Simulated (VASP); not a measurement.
# Sb (Im-3m) in VASP: further runs

The runs below take Sb through single point, with PBE.

Everything below comes from runs of VASP 6.6.1. Logs are shortened: lines on timing, memory, paths and dates and some standing lists are left out, and cuts for length are marked.

## Step 1: The cell of the first run

It takes space group Im-3m (No. 229, cubic). The conventional cell has a = 3.380 Å, b = 3.380 Å, c = 3.380 Å, α = 90.00°, β = 90.00°, γ = 90.00°. Sb (site symmetry m-3m) has 14 Sb at 2.93 to 3.38 Å within 3.9 Å.

## Step 2: Single point, PBE

Input file INCAR:

```
  PREC = Accurate
  ENCUT = 500
  EDIFF = 1E-6
  ISMEAR = 1
  SIGMA = 0.05
  LREAL = False
  LASPH = True
  NELM = 120
  ALGO = Normal
  ISIF = 2
  LWAVE = False
  LCHARG = False
  GGA = PE
  NBANDS = 8
  GGA_COMPAT = False
```

Input file KPOINTS:

```
regular mesh
0
Gamma
  9 9 9
```

Input file POSCAR:

```
Sb
1.0
   -1.6897860375      1.6897860375      1.6897860375
    1.6897860375     -1.6897860375      1.6897860375
    1.6897860375      1.6897860375     -1.6897860375
Sb
1
Direct
    0.0000000000      0.0000000000      0.0000000000
```

Potentials or basis: VASP PAW PBE potentials, release 64 (Sb).

Command:

```
> cat potpaw_PBE.64/Sb/POTCAR > POTCAR
> mpirun -np 1 vasp_std > vasp.out
```

OUTCAR:

```text
PREC = Accurate
   ENCUT = 500
   EDIFF = 1E-6
   ISMEAR = 1
   LREAL = False
   LASPH = True
   NELM = 120
   ISIF = 2
   GGA = PE

 ion  position               nearest neighbor table
   1  0.000  0.000  0.000-

  LATTYP: Found a body centered cubic cell.
 ALAT       =     3.3795720750

  Lattice vectors:

 A1 = (  -1.6897860375,   1.6897860375,   1.6897860375)
 A2 = (   1.6897860375,  -1.6897860375,   1.6897860375)
 A3 = (   1.6897860375,   1.6897860375,  -1.6897860375)

Analysis of symmetry for initial positions (statically):
=====================================================================
 Subroutine PRICEL returns:
 Original cell was already a primitive cell.

 Routine SETGRP: Setting up the symmetry group for a
 body centered cubic supercell.

 Subroutine GETGRP returns: Found 48 space group operations
 (whereof 48 operations were pure point group operations)
 out of a pool of 48 trial point group operations.

The static configuration has the point symmetry O_h .

Analysis of symmetry for dynamics (positions and initial velocities):
=====================================================================
 Subroutine PRICEL returns:
 Original cell was already a primitive cell.

 Routine SETGRP: Setting up the symmetry group for a
 body centered cubic supercell.

 Subroutine GETGRP returns: Found 48 space group operations
 (whereof 48 operations were pure point group operations)
 out of a pool of 48 trial point group operations.

The dynamic configuration has the point symmetry O_h .

 Subroutine INISYM returns: Found 48 space group operations
 (whereof 48 operations are pure point group operations),
 and found     1 'primitive' translations

----------------------------------------------------------------------------------------

                                     Primitive cell

  volume of cell :      19.2999

  direct lattice vectors                    reciprocal lattice vectors
    -1.689786038  1.689786038  1.689786038     0.000000000  0.295895450  0.295895450
     1.689786038 -1.689786038  1.689786038     0.295895450  0.000000000  0.295895450
     1.689786038  1.689786038 -1.689786038     0.295895450  0.295895450  0.000000000

  length of vectors
     2.926795271  2.926795271  2.926795271     0.418459358  0.418459358  0.418459358

  position of ions in fractional coordinates (direct lattice)
     0.000000000  0.000000000  0.000000000

[... 76 lines left out ...]
   LREAL  =      F    real-space projection
   EDIFFG = 0.1E-04   stopping-criterion for IOM
   NSW    =      0    number of steps for IOM
   IBRION =     -1    ionic relax: 0-MD 1-quasi-New 2-CG
   NFREE  =      0    steps in history (QN), initial steepest desc. (CG)
   ISIF   =      2    stress and relaxation
   ISYM   =      2    0-nonsym 1-usesym 2-fastsym
   POTIM  = 0.5000    time-step for ionic-motion
   TEBEG  =    0.0;   TEEND  =   0.0 temperature during run
   PSTRESS=    0.0 pullay stress
   NELECT =       5.0000    total number of electrons
   NUPDOWN=      -1.0000    fix difference up-down
   EMIN   =  10.00;   EMAX   =-10.00  energy-range for DOS
   EFERMI =   0.00;   METHOD = LEGACY
   ISMEAR =     1;   SIGMA  =   0.05  broadening in eV -4-tet -1-fermi 0-gaus
   EFERMI_NEDOS =   21; number of points for ismear=-14 and -15
   IALGO  =     38    algorithm
   IMIX   =      4    mixing-type and parameters
     AMIX     =   0.40;   BMIX     =  1.00
     AMIX_MAG =   1.60;   BMIX_MAG =  1.00
  volume/ion in A,a.u.               =      19.30       130.24
  Fermi-wavevector in a.u.,A,eV,Ry     =   1.043630  1.972174 14.818963  1.089163
  Thomas-Fermi vector in A             =   2.178347
   LORBIT       =      0    0 simple, 1 ext, 2 COOP (PROOUT), +10 PAW based schemes
   GGA     = PE    functional components
   LHFCALC =     F    Hartree Fock is set to
   AEXX    =    0.0000 exact exchange contribution
   IVDW    =     0    specifies the selected vdW correction
   LEPSILON=     F    determine dielectric tensor
   LRPA    =     F    only Hartree local field effects (RPA)
 non-spin polarized calculation
 Methfessel and Paxton  Order N= 1 SIGMA  =   0.05
  energy-cutoff  :      500.00
  volume of cell :       19.30
 maximum number of plane-waves:       498
 NGX is ok and might be reduce to    24
   NGX = 11   NGY = 11   NGZ = 11

 number of electron       5.0000000 magnetization

 Free energy of the ion-electron system (eV)
  ---------------------------------------------------
  ext. energy  EPLUGINS =         0.00000000
  ---------------------------------------------------
  free energy    TOTEN  =        -3.09262820 eV

  energy without entropy =       -3.09228965  energy(sigma->0) =       -3.09251535

 E-fermi :  13.6473     XC(G=0): -11.7530

 val. band max:       13.6333819138   @ k =  -0.4444   0.4444   0.3333
 cond. band min:      13.8211769360   @ k =   0.2222   0.1111   0.1111
 fundamental gap:      0.1877950222
 Fermi energy:        13.6473336309

 k-point     1 :       0.0000    0.0000    0.0000
  band No.  band energies     occupation
      1      -2.4570      2.00000
      2      22.1863      0.00000
      3      22.1863      0.00000
      4      22.1863      0.00000
      5      25.4120      0.00000
      6      25.4122      0.00000
      7      25.4152      0.00000
      8      25.4766      0.00000
[... 243 lines left out ...]
 k-point    24 :      -0.4444   -0.4444    0.1111
  band No.  band energies     occupation
      1       4.7905      2.00000
      2       6.5246      2.00000
      3      12.0942      2.00000
      4      17.7938      0.00000
      5      21.9235      0.00000
      6      24.2333      0.00000
      7      24.5698      0.00000
      8      27.2021      0.00000

 [... further k-points ...]

------------------------ aborting loop because EDIFF is reached ----------------------------------------

  FORCE on cell =-STRESS in cart. coord.  units (eV):
  Direction    XX          YY          ZZ          XY          YZ          ZX
  --------------------------------------------------------------------------------------
  -------------------------------------------------------------------------------------
  Total        5.5698364      5.5698364      5.5698364      0.0000000      0.0000000     -0.0000000
  in kB      462.3787610    462.3787610    462.3787610      0.0000000      0.0000000     -0.0000000
  external PRESSURE =     462.3787610 kB  Pullay stress =       0.0000000 kB

 VOLUME and BASIS-vectors are now :
 -----------------------------------------------------------------------------
  energy-cutoff  :      500.00
  volume of cell :       19.30
      direct lattice vectors                 reciprocal lattice vectors
    -1.689786038  1.689786038  1.689786038     0.000000000  0.295895450  0.295895450
     1.689786038 -1.689786038  1.689786038     0.295895450  0.000000000  0.295895450
     1.689786038  1.689786038 -1.689786038     0.295895450  0.295895450  0.000000000

 POSITION                                       TOTAL-FORCE (eV/Angst)
 -----------------------------------------------------------------------------------
      0.00000      0.00000      0.00000        -0.000000      0.000000      0.000000
 -----------------------------------------------------------------------------------
    total drift:                                0.000000     -0.000000     -0.000000

  FREE ENERGIE OF THE ION-ELECTRON SYSTEM (eV)
  ---------------------------------------------------
  free  energy   TOTEN  =        -3.0926281996 eV

  energy  without entropy=       -3.0922896545  energy(sigma->0) =       -3.09251535
```

OSZICAR:

```text
N       E                     dE             d eps       ncg     rms          rms(c)
DAV:   1     0.564413753923E+01    0.56441E+01   -0.17579E+03   600   0.401E+02
DAV:   2    -0.302881729613E+01   -0.86730E+01   -0.80911E+01   792   0.545E+01
DAV:   3    -0.310516216555E+01   -0.76345E-01   -0.76349E-01   712   0.582E+00
DAV:   4    -0.310531832299E+01   -0.15616E-03   -0.15616E-03   792   0.301E-01
DAV:   5    -0.310531874234E+01   -0.41935E-06   -0.42059E-06   720   0.106E-02    0.332E+00
DAV:   6    -0.309728070008E+01    0.80380E-02   -0.33226E-04   808   0.140E-01    0.201E+00
DAV:   7    -0.309264729323E+01    0.46334E-02   -0.78554E-04   784   0.207E-01    0.469E-02
DAV:   8    -0.309262928480E+01    0.18008E-04   -0.30738E-05   704   0.331E-02    0.645E-03
DAV:   9    -0.309262818382E+01    0.11010E-05   -0.97998E-07   896   0.627E-03    0.144E-03
DAV:  10    -0.309262819963E+01   -0.15816E-07   -0.12580E-07   568   0.209E-03
   1 F= -.30926282E+01 E0= -.30925154E+01  d E =-.338545E-03
```

Run time: 3.8 s. Hardware: 1 thread of Intel Xeon Platinum 8375C at 2.90GHz (Ice Lake), shared host; peak memory 0.13 GiB.

Results:

```yaml
Free_energy: -3.0926 eV
Pressure: 46.2 GPa
```

Caveat: spin-orbit coupling is left out, which moves the levels of the heavy elements.

## Step 3: Single point, PBE

This run uses another cell than the first one, of 19.71 Å³/atom, 1.021 times its volume.

Input file INCAR:

```
PREC = Accurate
ENCUT = 500
EDIFF = 1E-6
ISMEAR = 1
SIGMA = 0.05
LREAL = F
LASPH = T
NELM = 120
ALGO = Normal
ISIF = 2
LWAVE = F
LCHARG = F
GGA = PE
NBANDS = 8
GGA_COMPAT = F
```

KPOINTS is that of step 2.

Input file POSCAR:

```
Sb
1.0
   -1.7016863313      1.7016863313      1.7016863313
    1.7016863313     -1.7016863313      1.7016863313
    1.7016863313      1.7016863313     -1.7016863313
Sb
1
Direct
    0.0000000000      0.0000000000      0.0000000000
```

Potentials or basis: VASP PAW PBE potentials, release 64 (Sb).

Command:

```
> cat potpaw_PBE.64/Sb/POTCAR > POTCAR
> mpirun -np 1 vasp_std > vasp.out
```

Wall time 3.4 s (1 thread of Intel Xeon Platinum 8375C at 2.90GHz (Ice Lake), shared host); peak memory 0.13 GiB.

The run converged. Its results:

```yaml
Free_energy: -3.2045 eV
Pressure: 41.3 GPa
```

Levels at points of the mesh, in eV from the Fermi level:
```tsv
k point	band 1	band 2	band 3	band 4	band 5
(0.00, 0.00, 0.00)	-15.81	8.36	8.36	8.36	11.79
```

Caveat: spin-orbit coupling is left out, which moves the levels of the heavy elements.
